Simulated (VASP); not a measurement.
# V (Im-3m) in VASP: further runs

V is run at these levels: r2SCAN; tasks: single point.

Program: VASP 6.6.1. These are calculated values, not measurements. Logs are shortened: lines on timing, memory, paths and dates and some standing lists are left out, and cuts for length are marked.

**1. The cell of the first run**

Symmetry: Im-3m, No. 229, cubic system. Conventional cell: a = 3.024 Å, b = 3.024 Å, c = 3.024 Å, α = 90.00°, β = 90.00°, γ = 90.00°. V (site symmetry m-3m) has 14 V at 2.62 to 3.02 Å within 3.5 Å.

**2. Single point, r2SCAN, collinear spin, zero start**

File POSCAR:

```
V
1.0
   -1.5120000000      1.5120000000      1.5120000000
    1.5120000000     -1.5120000000      1.5120000000
    1.5120000000      1.5120000000     -1.5120000000
V
1
Direct
    0.0000000000      0.0000000000      0.0000000000
```

File INCAR.step1:

```
  ALGO = Normal
  EDIFF = 1E-4
  ENCUT = 520
  GGA = PE
  ISMEAR = -1
  ISPIN = 2
  LASPH = T
  LCHARG = F
  LMAXMIX = 4
  LREAL = F
  LWAVE = T
  MAGMOM = 0
  NBANDS = 16
  NELM = 150
  NUPDOWN = 0.0
  PREC = Accurate
  SIGMA = 0.1
```

File INCAR.step2:

```
  ALGO = Normal
  EDIFF = 1E-6
  ENCUT = 520
  ISIF = 2
  ISMEAR = -1
  ISPIN = 2
  ISTART = 1
  LASPH = T
  LCHARG = F
  LMAXMIX = 4
  LMIXTAU = T
  LORBIT = 11
  LREAL = F
  LWAVE = F
  MAGMOM = 0
  METAGGA = R2SCAN
  NBANDS = 16
  NELM = 150
  NUPDOWN = 0.0
  PREC = Accurate
  SIGMA = 0.1
```

File KPOINTS:

```
k-points
0
Gamma
  13 13 13
```

Potentials or basis: VASP PAW PBE potentials, release 64 (V_sv).

Started as:

```bash
$ cat potpaw_PBE.64/V_sv/POTCAR > POTCAR
$ cp INCAR.step1 INCAR
$ mpirun -np 1 vasp_std > vasp.out
$ cp INCAR.step2 INCAR
$ mpirun -np 1 vasp_std > vasp.out
```

OUTCAR:

```text
EDIFF = 1E-6
   ENCUT = 520
   ISIF = 2
   ISMEAR = -1
   ISPIN = 2
   ISTART = 1
   LASPH = T
   LORBIT = 11
   LREAL = F
   METAGGA = R2SCAN
   NELM = 150
   NUPDOWN = 0.0
   PREC = Accurate

 ion  position               nearest neighbor table
   1  0.000  0.000  0.000-

  LATTYP: Found a body centered cubic cell.
 ALAT       =     3.0240000000

  Lattice vectors:

 A1 = (  -1.5120000000,   1.5120000000,   1.5120000000)
 A2 = (   1.5120000000,  -1.5120000000,   1.5120000000)
 A3 = (   1.5120000000,   1.5120000000,  -1.5120000000)

Analysis of symmetry for initial positions (statically):
=====================================================================
 Subroutine PRICEL returns:
 Original cell was already a primitive cell.

 Routine SETGRP: Setting up the symmetry group for a
 body centered cubic supercell.

 Subroutine GETGRP returns: Found 48 space group operations
 (whereof 48 operations were pure point group operations)
 out of a pool of 48 trial point group operations.

The static configuration has the point symmetry O_h .

Analysis of symmetry for dynamics (positions and initial velocities):
=====================================================================
 Subroutine PRICEL returns:
 Original cell was already a primitive cell.

 Routine SETGRP: Setting up the symmetry group for a
 body centered cubic supercell.

 Subroutine GETGRP returns: Found 48 space group operations
 (whereof 48 operations were pure point group operations)
 out of a pool of 48 trial point group operations.

The dynamic configuration has the point symmetry O_h .

Analysis of structural, dynamic, and magnetic symmetry:
=====================================================================
 Subroutine PRICEL returns:
 Original cell was already a primitive cell.

 Routine SETGRP: Setting up the symmetry group for a
 body centered cubic supercell.

 Subroutine GETGRP returns: Found 48 space group operations
 (whereof 48 operations were pure point group operations)
 out of a pool of 48 trial point group operations.

The overall configuration has the point symmetry O_h .

 Subroutine INISYM returns: Found 48 space group operations
 (whereof 48 operations are pure point group operations),
 and found     1 'primitive' translations

----------------------------------------------------------------------------------------

[... 98 lines left out ...]
   POTIM  = 0.5000    time-step for ionic-motion
   TEBEG  =    0.0;   TEEND  =   0.0 temperature during run
   PSTRESS=    0.0 pullay stress
   NELECT =      13.0000    total number of electrons
   NUPDOWN=       0.0000    fix difference up-down
   EMIN   =  10.00;   EMAX   =-10.00  energy-range for DOS
   EFERMI =   0.00;   METHOD = LEGACY
   ISMEAR =    -1;   SIGMA  =   0.10  broadening in eV -4-tet -1-fermi 0-gaus
   EFERMI_NEDOS =   21; number of points for ismear=-14 and -15
   IALGO  =     38    algorithm
   IMIX   =      4    mixing-type and parameters
     AMIX     =   0.40;   BMIX     =  1.00
     AMIX_MAG =   1.60;   BMIX_MAG =  1.00
  volume/ion in A,a.u.               =      13.83        93.31
  Fermi-wavevector in a.u.,A,eV,Ry     =   1.603802  3.030747 34.996657  2.572182
  Thomas-Fermi vector in A             =   2.700408
   LORBIT       =     11    0 simple, 1 ext, 2 COOP (PROOUT), +10 PAW based schemes
   METAGGA = R2SCAN    functional components
   LHFCALC =     F    Hartree Fock is set to
   AEXX    =    0.0000 exact exchange contribution
   IVDW    =     0    specifies the selected vdW correction
   LEPSILON=     F    determine dielectric tensor
   LRPA    =     F    only Hartree local field effects (RPA)
 spin polarized calculation
  energy-cutoff  :      520.00
  volume of cell :       13.83
 maximum number of plane-waves:       386
   NGX =  9   NGY =  9   NGZ =  9

 number of electron      12.9999995 magnetization      -0.0000000

 number of electron      12.9999995 magnetization       0.0000000

 Free energy of the ion-electron system (eV)
  ---------------------------------------------------
  ext. energy  EPLUGINS =         0.00000000
  ---------------------------------------------------
  free energy    TOTEN  =       -14.14623820 eV

  energy without entropy =      -14.08971714  energy(sigma->0) =      -14.11797767

 E-fermi :   9.3492     XC(G=0): -13.9084

 val. band max:        9.3258499258   @ k =  -0.3846   0.4615   0.1538
 cond. band min:       9.3603429262   @ k =   0.3846   0.1538   0.0769
 fundamental gap:      0.0344930003
 Fermi energy:         9.3492005628

 spin component 1

 k-point     1 :       0.0000    0.0000    0.0000
  band No.  band energies     occupation
      1     -57.0137      1.00000
      2     -29.2057      1.00000
      3     -29.2057      1.00000
      4     -29.2057      1.00000
      5       2.3363      1.00000
      6       9.8143      0.00946
[... 435 lines left out ...]
      5       5.7473      1.00000
      6       8.5616      0.99962
[... 8 lines left out ...]
     15      39.2567      0.00000
     16      39.8536      0.00000

 [... further k-points ...]

 spin component 2

 k-point     1 :       0.0000    0.0000    0.0000
  band No.  band energies     occupation
      1     -57.0137      1.00000
      2     -29.2057      1.00000
      3     -29.2057      1.00000
      4     -29.2057      1.00000
      5       2.3363      1.00000
      6       9.8143      0.00946
[... 435 lines left out ...]
      5       5.7473      1.00000
      6       8.5616      0.99962
[... 8 lines left out ...]
     15      39.2567      0.00000
     16      39.8536      0.00000

 [... further k-points ...]
[... 5 lines left out ...]
  --------------------------------------------------------------------------------------
  -------------------------------------------------------------------------------------
  Total       -0.5599689     -0.5599689     -0.5599689      0.0000000      0.0000000      0.0000000
  in kB      -64.8872107    -64.8872107    -64.8872107      0.0000000      0.0000000      0.0000000
  external PRESSURE =     -64.8872107 kB  Pullay stress =       0.0000000 kB

 VOLUME and BASIS-vectors are now :
 -----------------------------------------------------------------------------
  energy-cutoff  :      520.00
  volume of cell :       13.83
      direct lattice vectors                 reciprocal lattice vectors
    -1.512000000  1.512000000  1.512000000     0.000000000  0.330687831  0.330687831
     1.512000000 -1.512000000  1.512000000     0.330687831  0.000000000  0.330687831
     1.512000000  1.512000000 -1.512000000     0.330687831  0.330687831  0.000000000

 POSITION                                       TOTAL-FORCE (eV/Angst)
 -----------------------------------------------------------------------------------
      0.00000      0.00000      0.00000         0.000000      0.000000      0.000000
 -----------------------------------------------------------------------------------
    total drift:                               -0.000000     -0.000000      0.000000

  FREE ENERGIE OF THE ION-ELECTRON SYSTEM (eV)
  ---------------------------------------------------
  free  energy   TOTEN  =       -14.1462382041 eV

  energy  without entropy=      -14.0897171386  energy(sigma->0) =      -14.11797767

 total charge

# of ion       s       p       d       tot
------------------------------------------
    1        2.331   6.228   3.016  11.575

 magnetization (x)

# of ion       s       p       d       tot
------------------------------------------
    1        0.000  -0.000  -0.000  -0.000
```

OUTCAR.step1:

```text
EDIFF = 1E-4
   ENCUT = 520
   GGA = PE
   ISMEAR = -1
   ISPIN = 2
   LASPH = T
[... 1149 lines left out ...]

 POSITION                                       TOTAL-FORCE (eV/Angst)
 -----------------------------------------------------------------------------------
      0.00000      0.00000      0.00000         0.000000     -0.000000      0.000000
 -----------------------------------------------------------------------------------
    total drift:                                0.000000     -0.000000      0.000000

  FREE ENERGIE OF THE ION-ELECTRON SYSTEM (eV)
  ---------------------------------------------------
  free  energy   TOTEN  =        -9.0169773140 eV

  energy  without entropy=       -8.9574261766  energy(sigma->0) =       -8.98720175
```

OSZICAR.step1:

```text
N       E                     dE             d eps       ncg     rms          rms(c)
DAV:   1     0.920203884566E+02    0.92020E+02   -0.64632E+03  5424   0.881E+02
DAV:   2    -0.892452394276E+01   -0.10094E+03   -0.96951E+02  5896   0.271E+02
DAV:   3    -0.104460315058E+02   -0.15215E+01   -0.15189E+01  6128   0.363E+01
DAV:   4    -0.104521068668E+02   -0.60754E-02   -0.60752E-02  6328   0.240E+00
DAV:   5    -0.104521607203E+02   -0.53854E-04   -0.53853E-04  6192   0.211E-01    0.177E+01
DAV:   6    -0.904240506402E+01    0.14098E+01   -0.15541E+00  5440   0.226E+01    0.143E+00
DAV:   7    -0.902535128529E+01    0.17054E-01   -0.21519E-02  6000   0.168E+00    0.913E-01
DAV:   8    -0.901692849959E+01    0.84228E-02   -0.44485E-03  6296   0.779E-01    0.696E-02
DAV:   9    -0.901697731402E+01   -0.48814E-04   -0.12738E-04  5280   0.134E-01
   1 F= -.90169773E+01 E0= -.89872017E+01  d E =-.595511E-01  mag=    -0.0000
```

Run time: 73 s. Hardware: 1 thread of AMD EPYC 9R45 (Zen 5), shared host; peak memory 0.12 GiB.

What came out:

* Free energy: -14.1462 eV
* Pressure: -6.5 GPa
* Net moment: 0.00 μB per cell
* Valence electrons inside the program's atomic spheres: V 11.57

Caveat: the PAW data sets were made with another functional, which shifts forces and pressure a little; the total moment is fixed, so each spin has its own Fermi level.

**3. Single point, r2SCAN, collinear spin, ferromagnetic start**

POSCAR is that of step 2.

File INCAR.step1:

```
SYSTEM = V
PREC = Accurate
ENCUT = 520
ISMEAR = -1
SIGMA = 0.1
LREAL = .False.
LASPH = .True.
NELM = 150
ISPIN = 2
MAGMOM = 0.3
NUPDOWN = 0.3
LMAXMIX = 4
NBANDS = 16
GGA = PE
ALGO = Normal
EDIFF = 1E-4
LWAVE = .True.
LCHARG = .False.
```

File INCAR.step2:

```
SYSTEM = V
PREC = Accurate
ENCUT = 520
EDIFF = 1E-7
ISMEAR = -1
SIGMA = 0.1
LREAL = .False.
LASPH = .True.
NELM = 150
ALGO = Normal
ISIF = 2
LWAVE = .False.
LCHARG = .False.
ISPIN = 2
MAGMOM = 0.3
LORBIT = 11
NUPDOWN = 0.3
LMAXMIX = 4
METAGGA = R2SCAN
LMIXTAU = .True.
NBANDS = 16
ISTART = 1
```

File KPOINTS:

```
regular mesh
0
Gamma
  13 13 13
  0 0 0
```

Potentials or basis: VASP PAW PBE potentials, release 64 (V_sv).

Started as:

```bash
$ cat potpaw_PBE.64/V_sv/POTCAR > POTCAR
$ cp INCAR.step1 INCAR
$ mpirun -np 1 vasp_std > vasp.out
$ cp INCAR.step2 INCAR
$ mpirun -np 1 vasp_std > vasp.out
```

Wall time 91 s (1 thread of AMD EPYC 9R45 (Zen 5), shared host); peak memory 0.12 GiB.

It converged, with:

```
Free energy                                           : -14.1451 eV
Pressure                                              : -6.1 GPa
Net moment                                            : 0.30 μB per cell
Site moments                                          : V +0.26 μB
Valence electrons inside the program's atomic spheres : V 11.58
```

Caveat: the PAW data sets were made with another functional, which shifts forces and pressure a little; the total moment is fixed, so each spin has its own Fermi level.
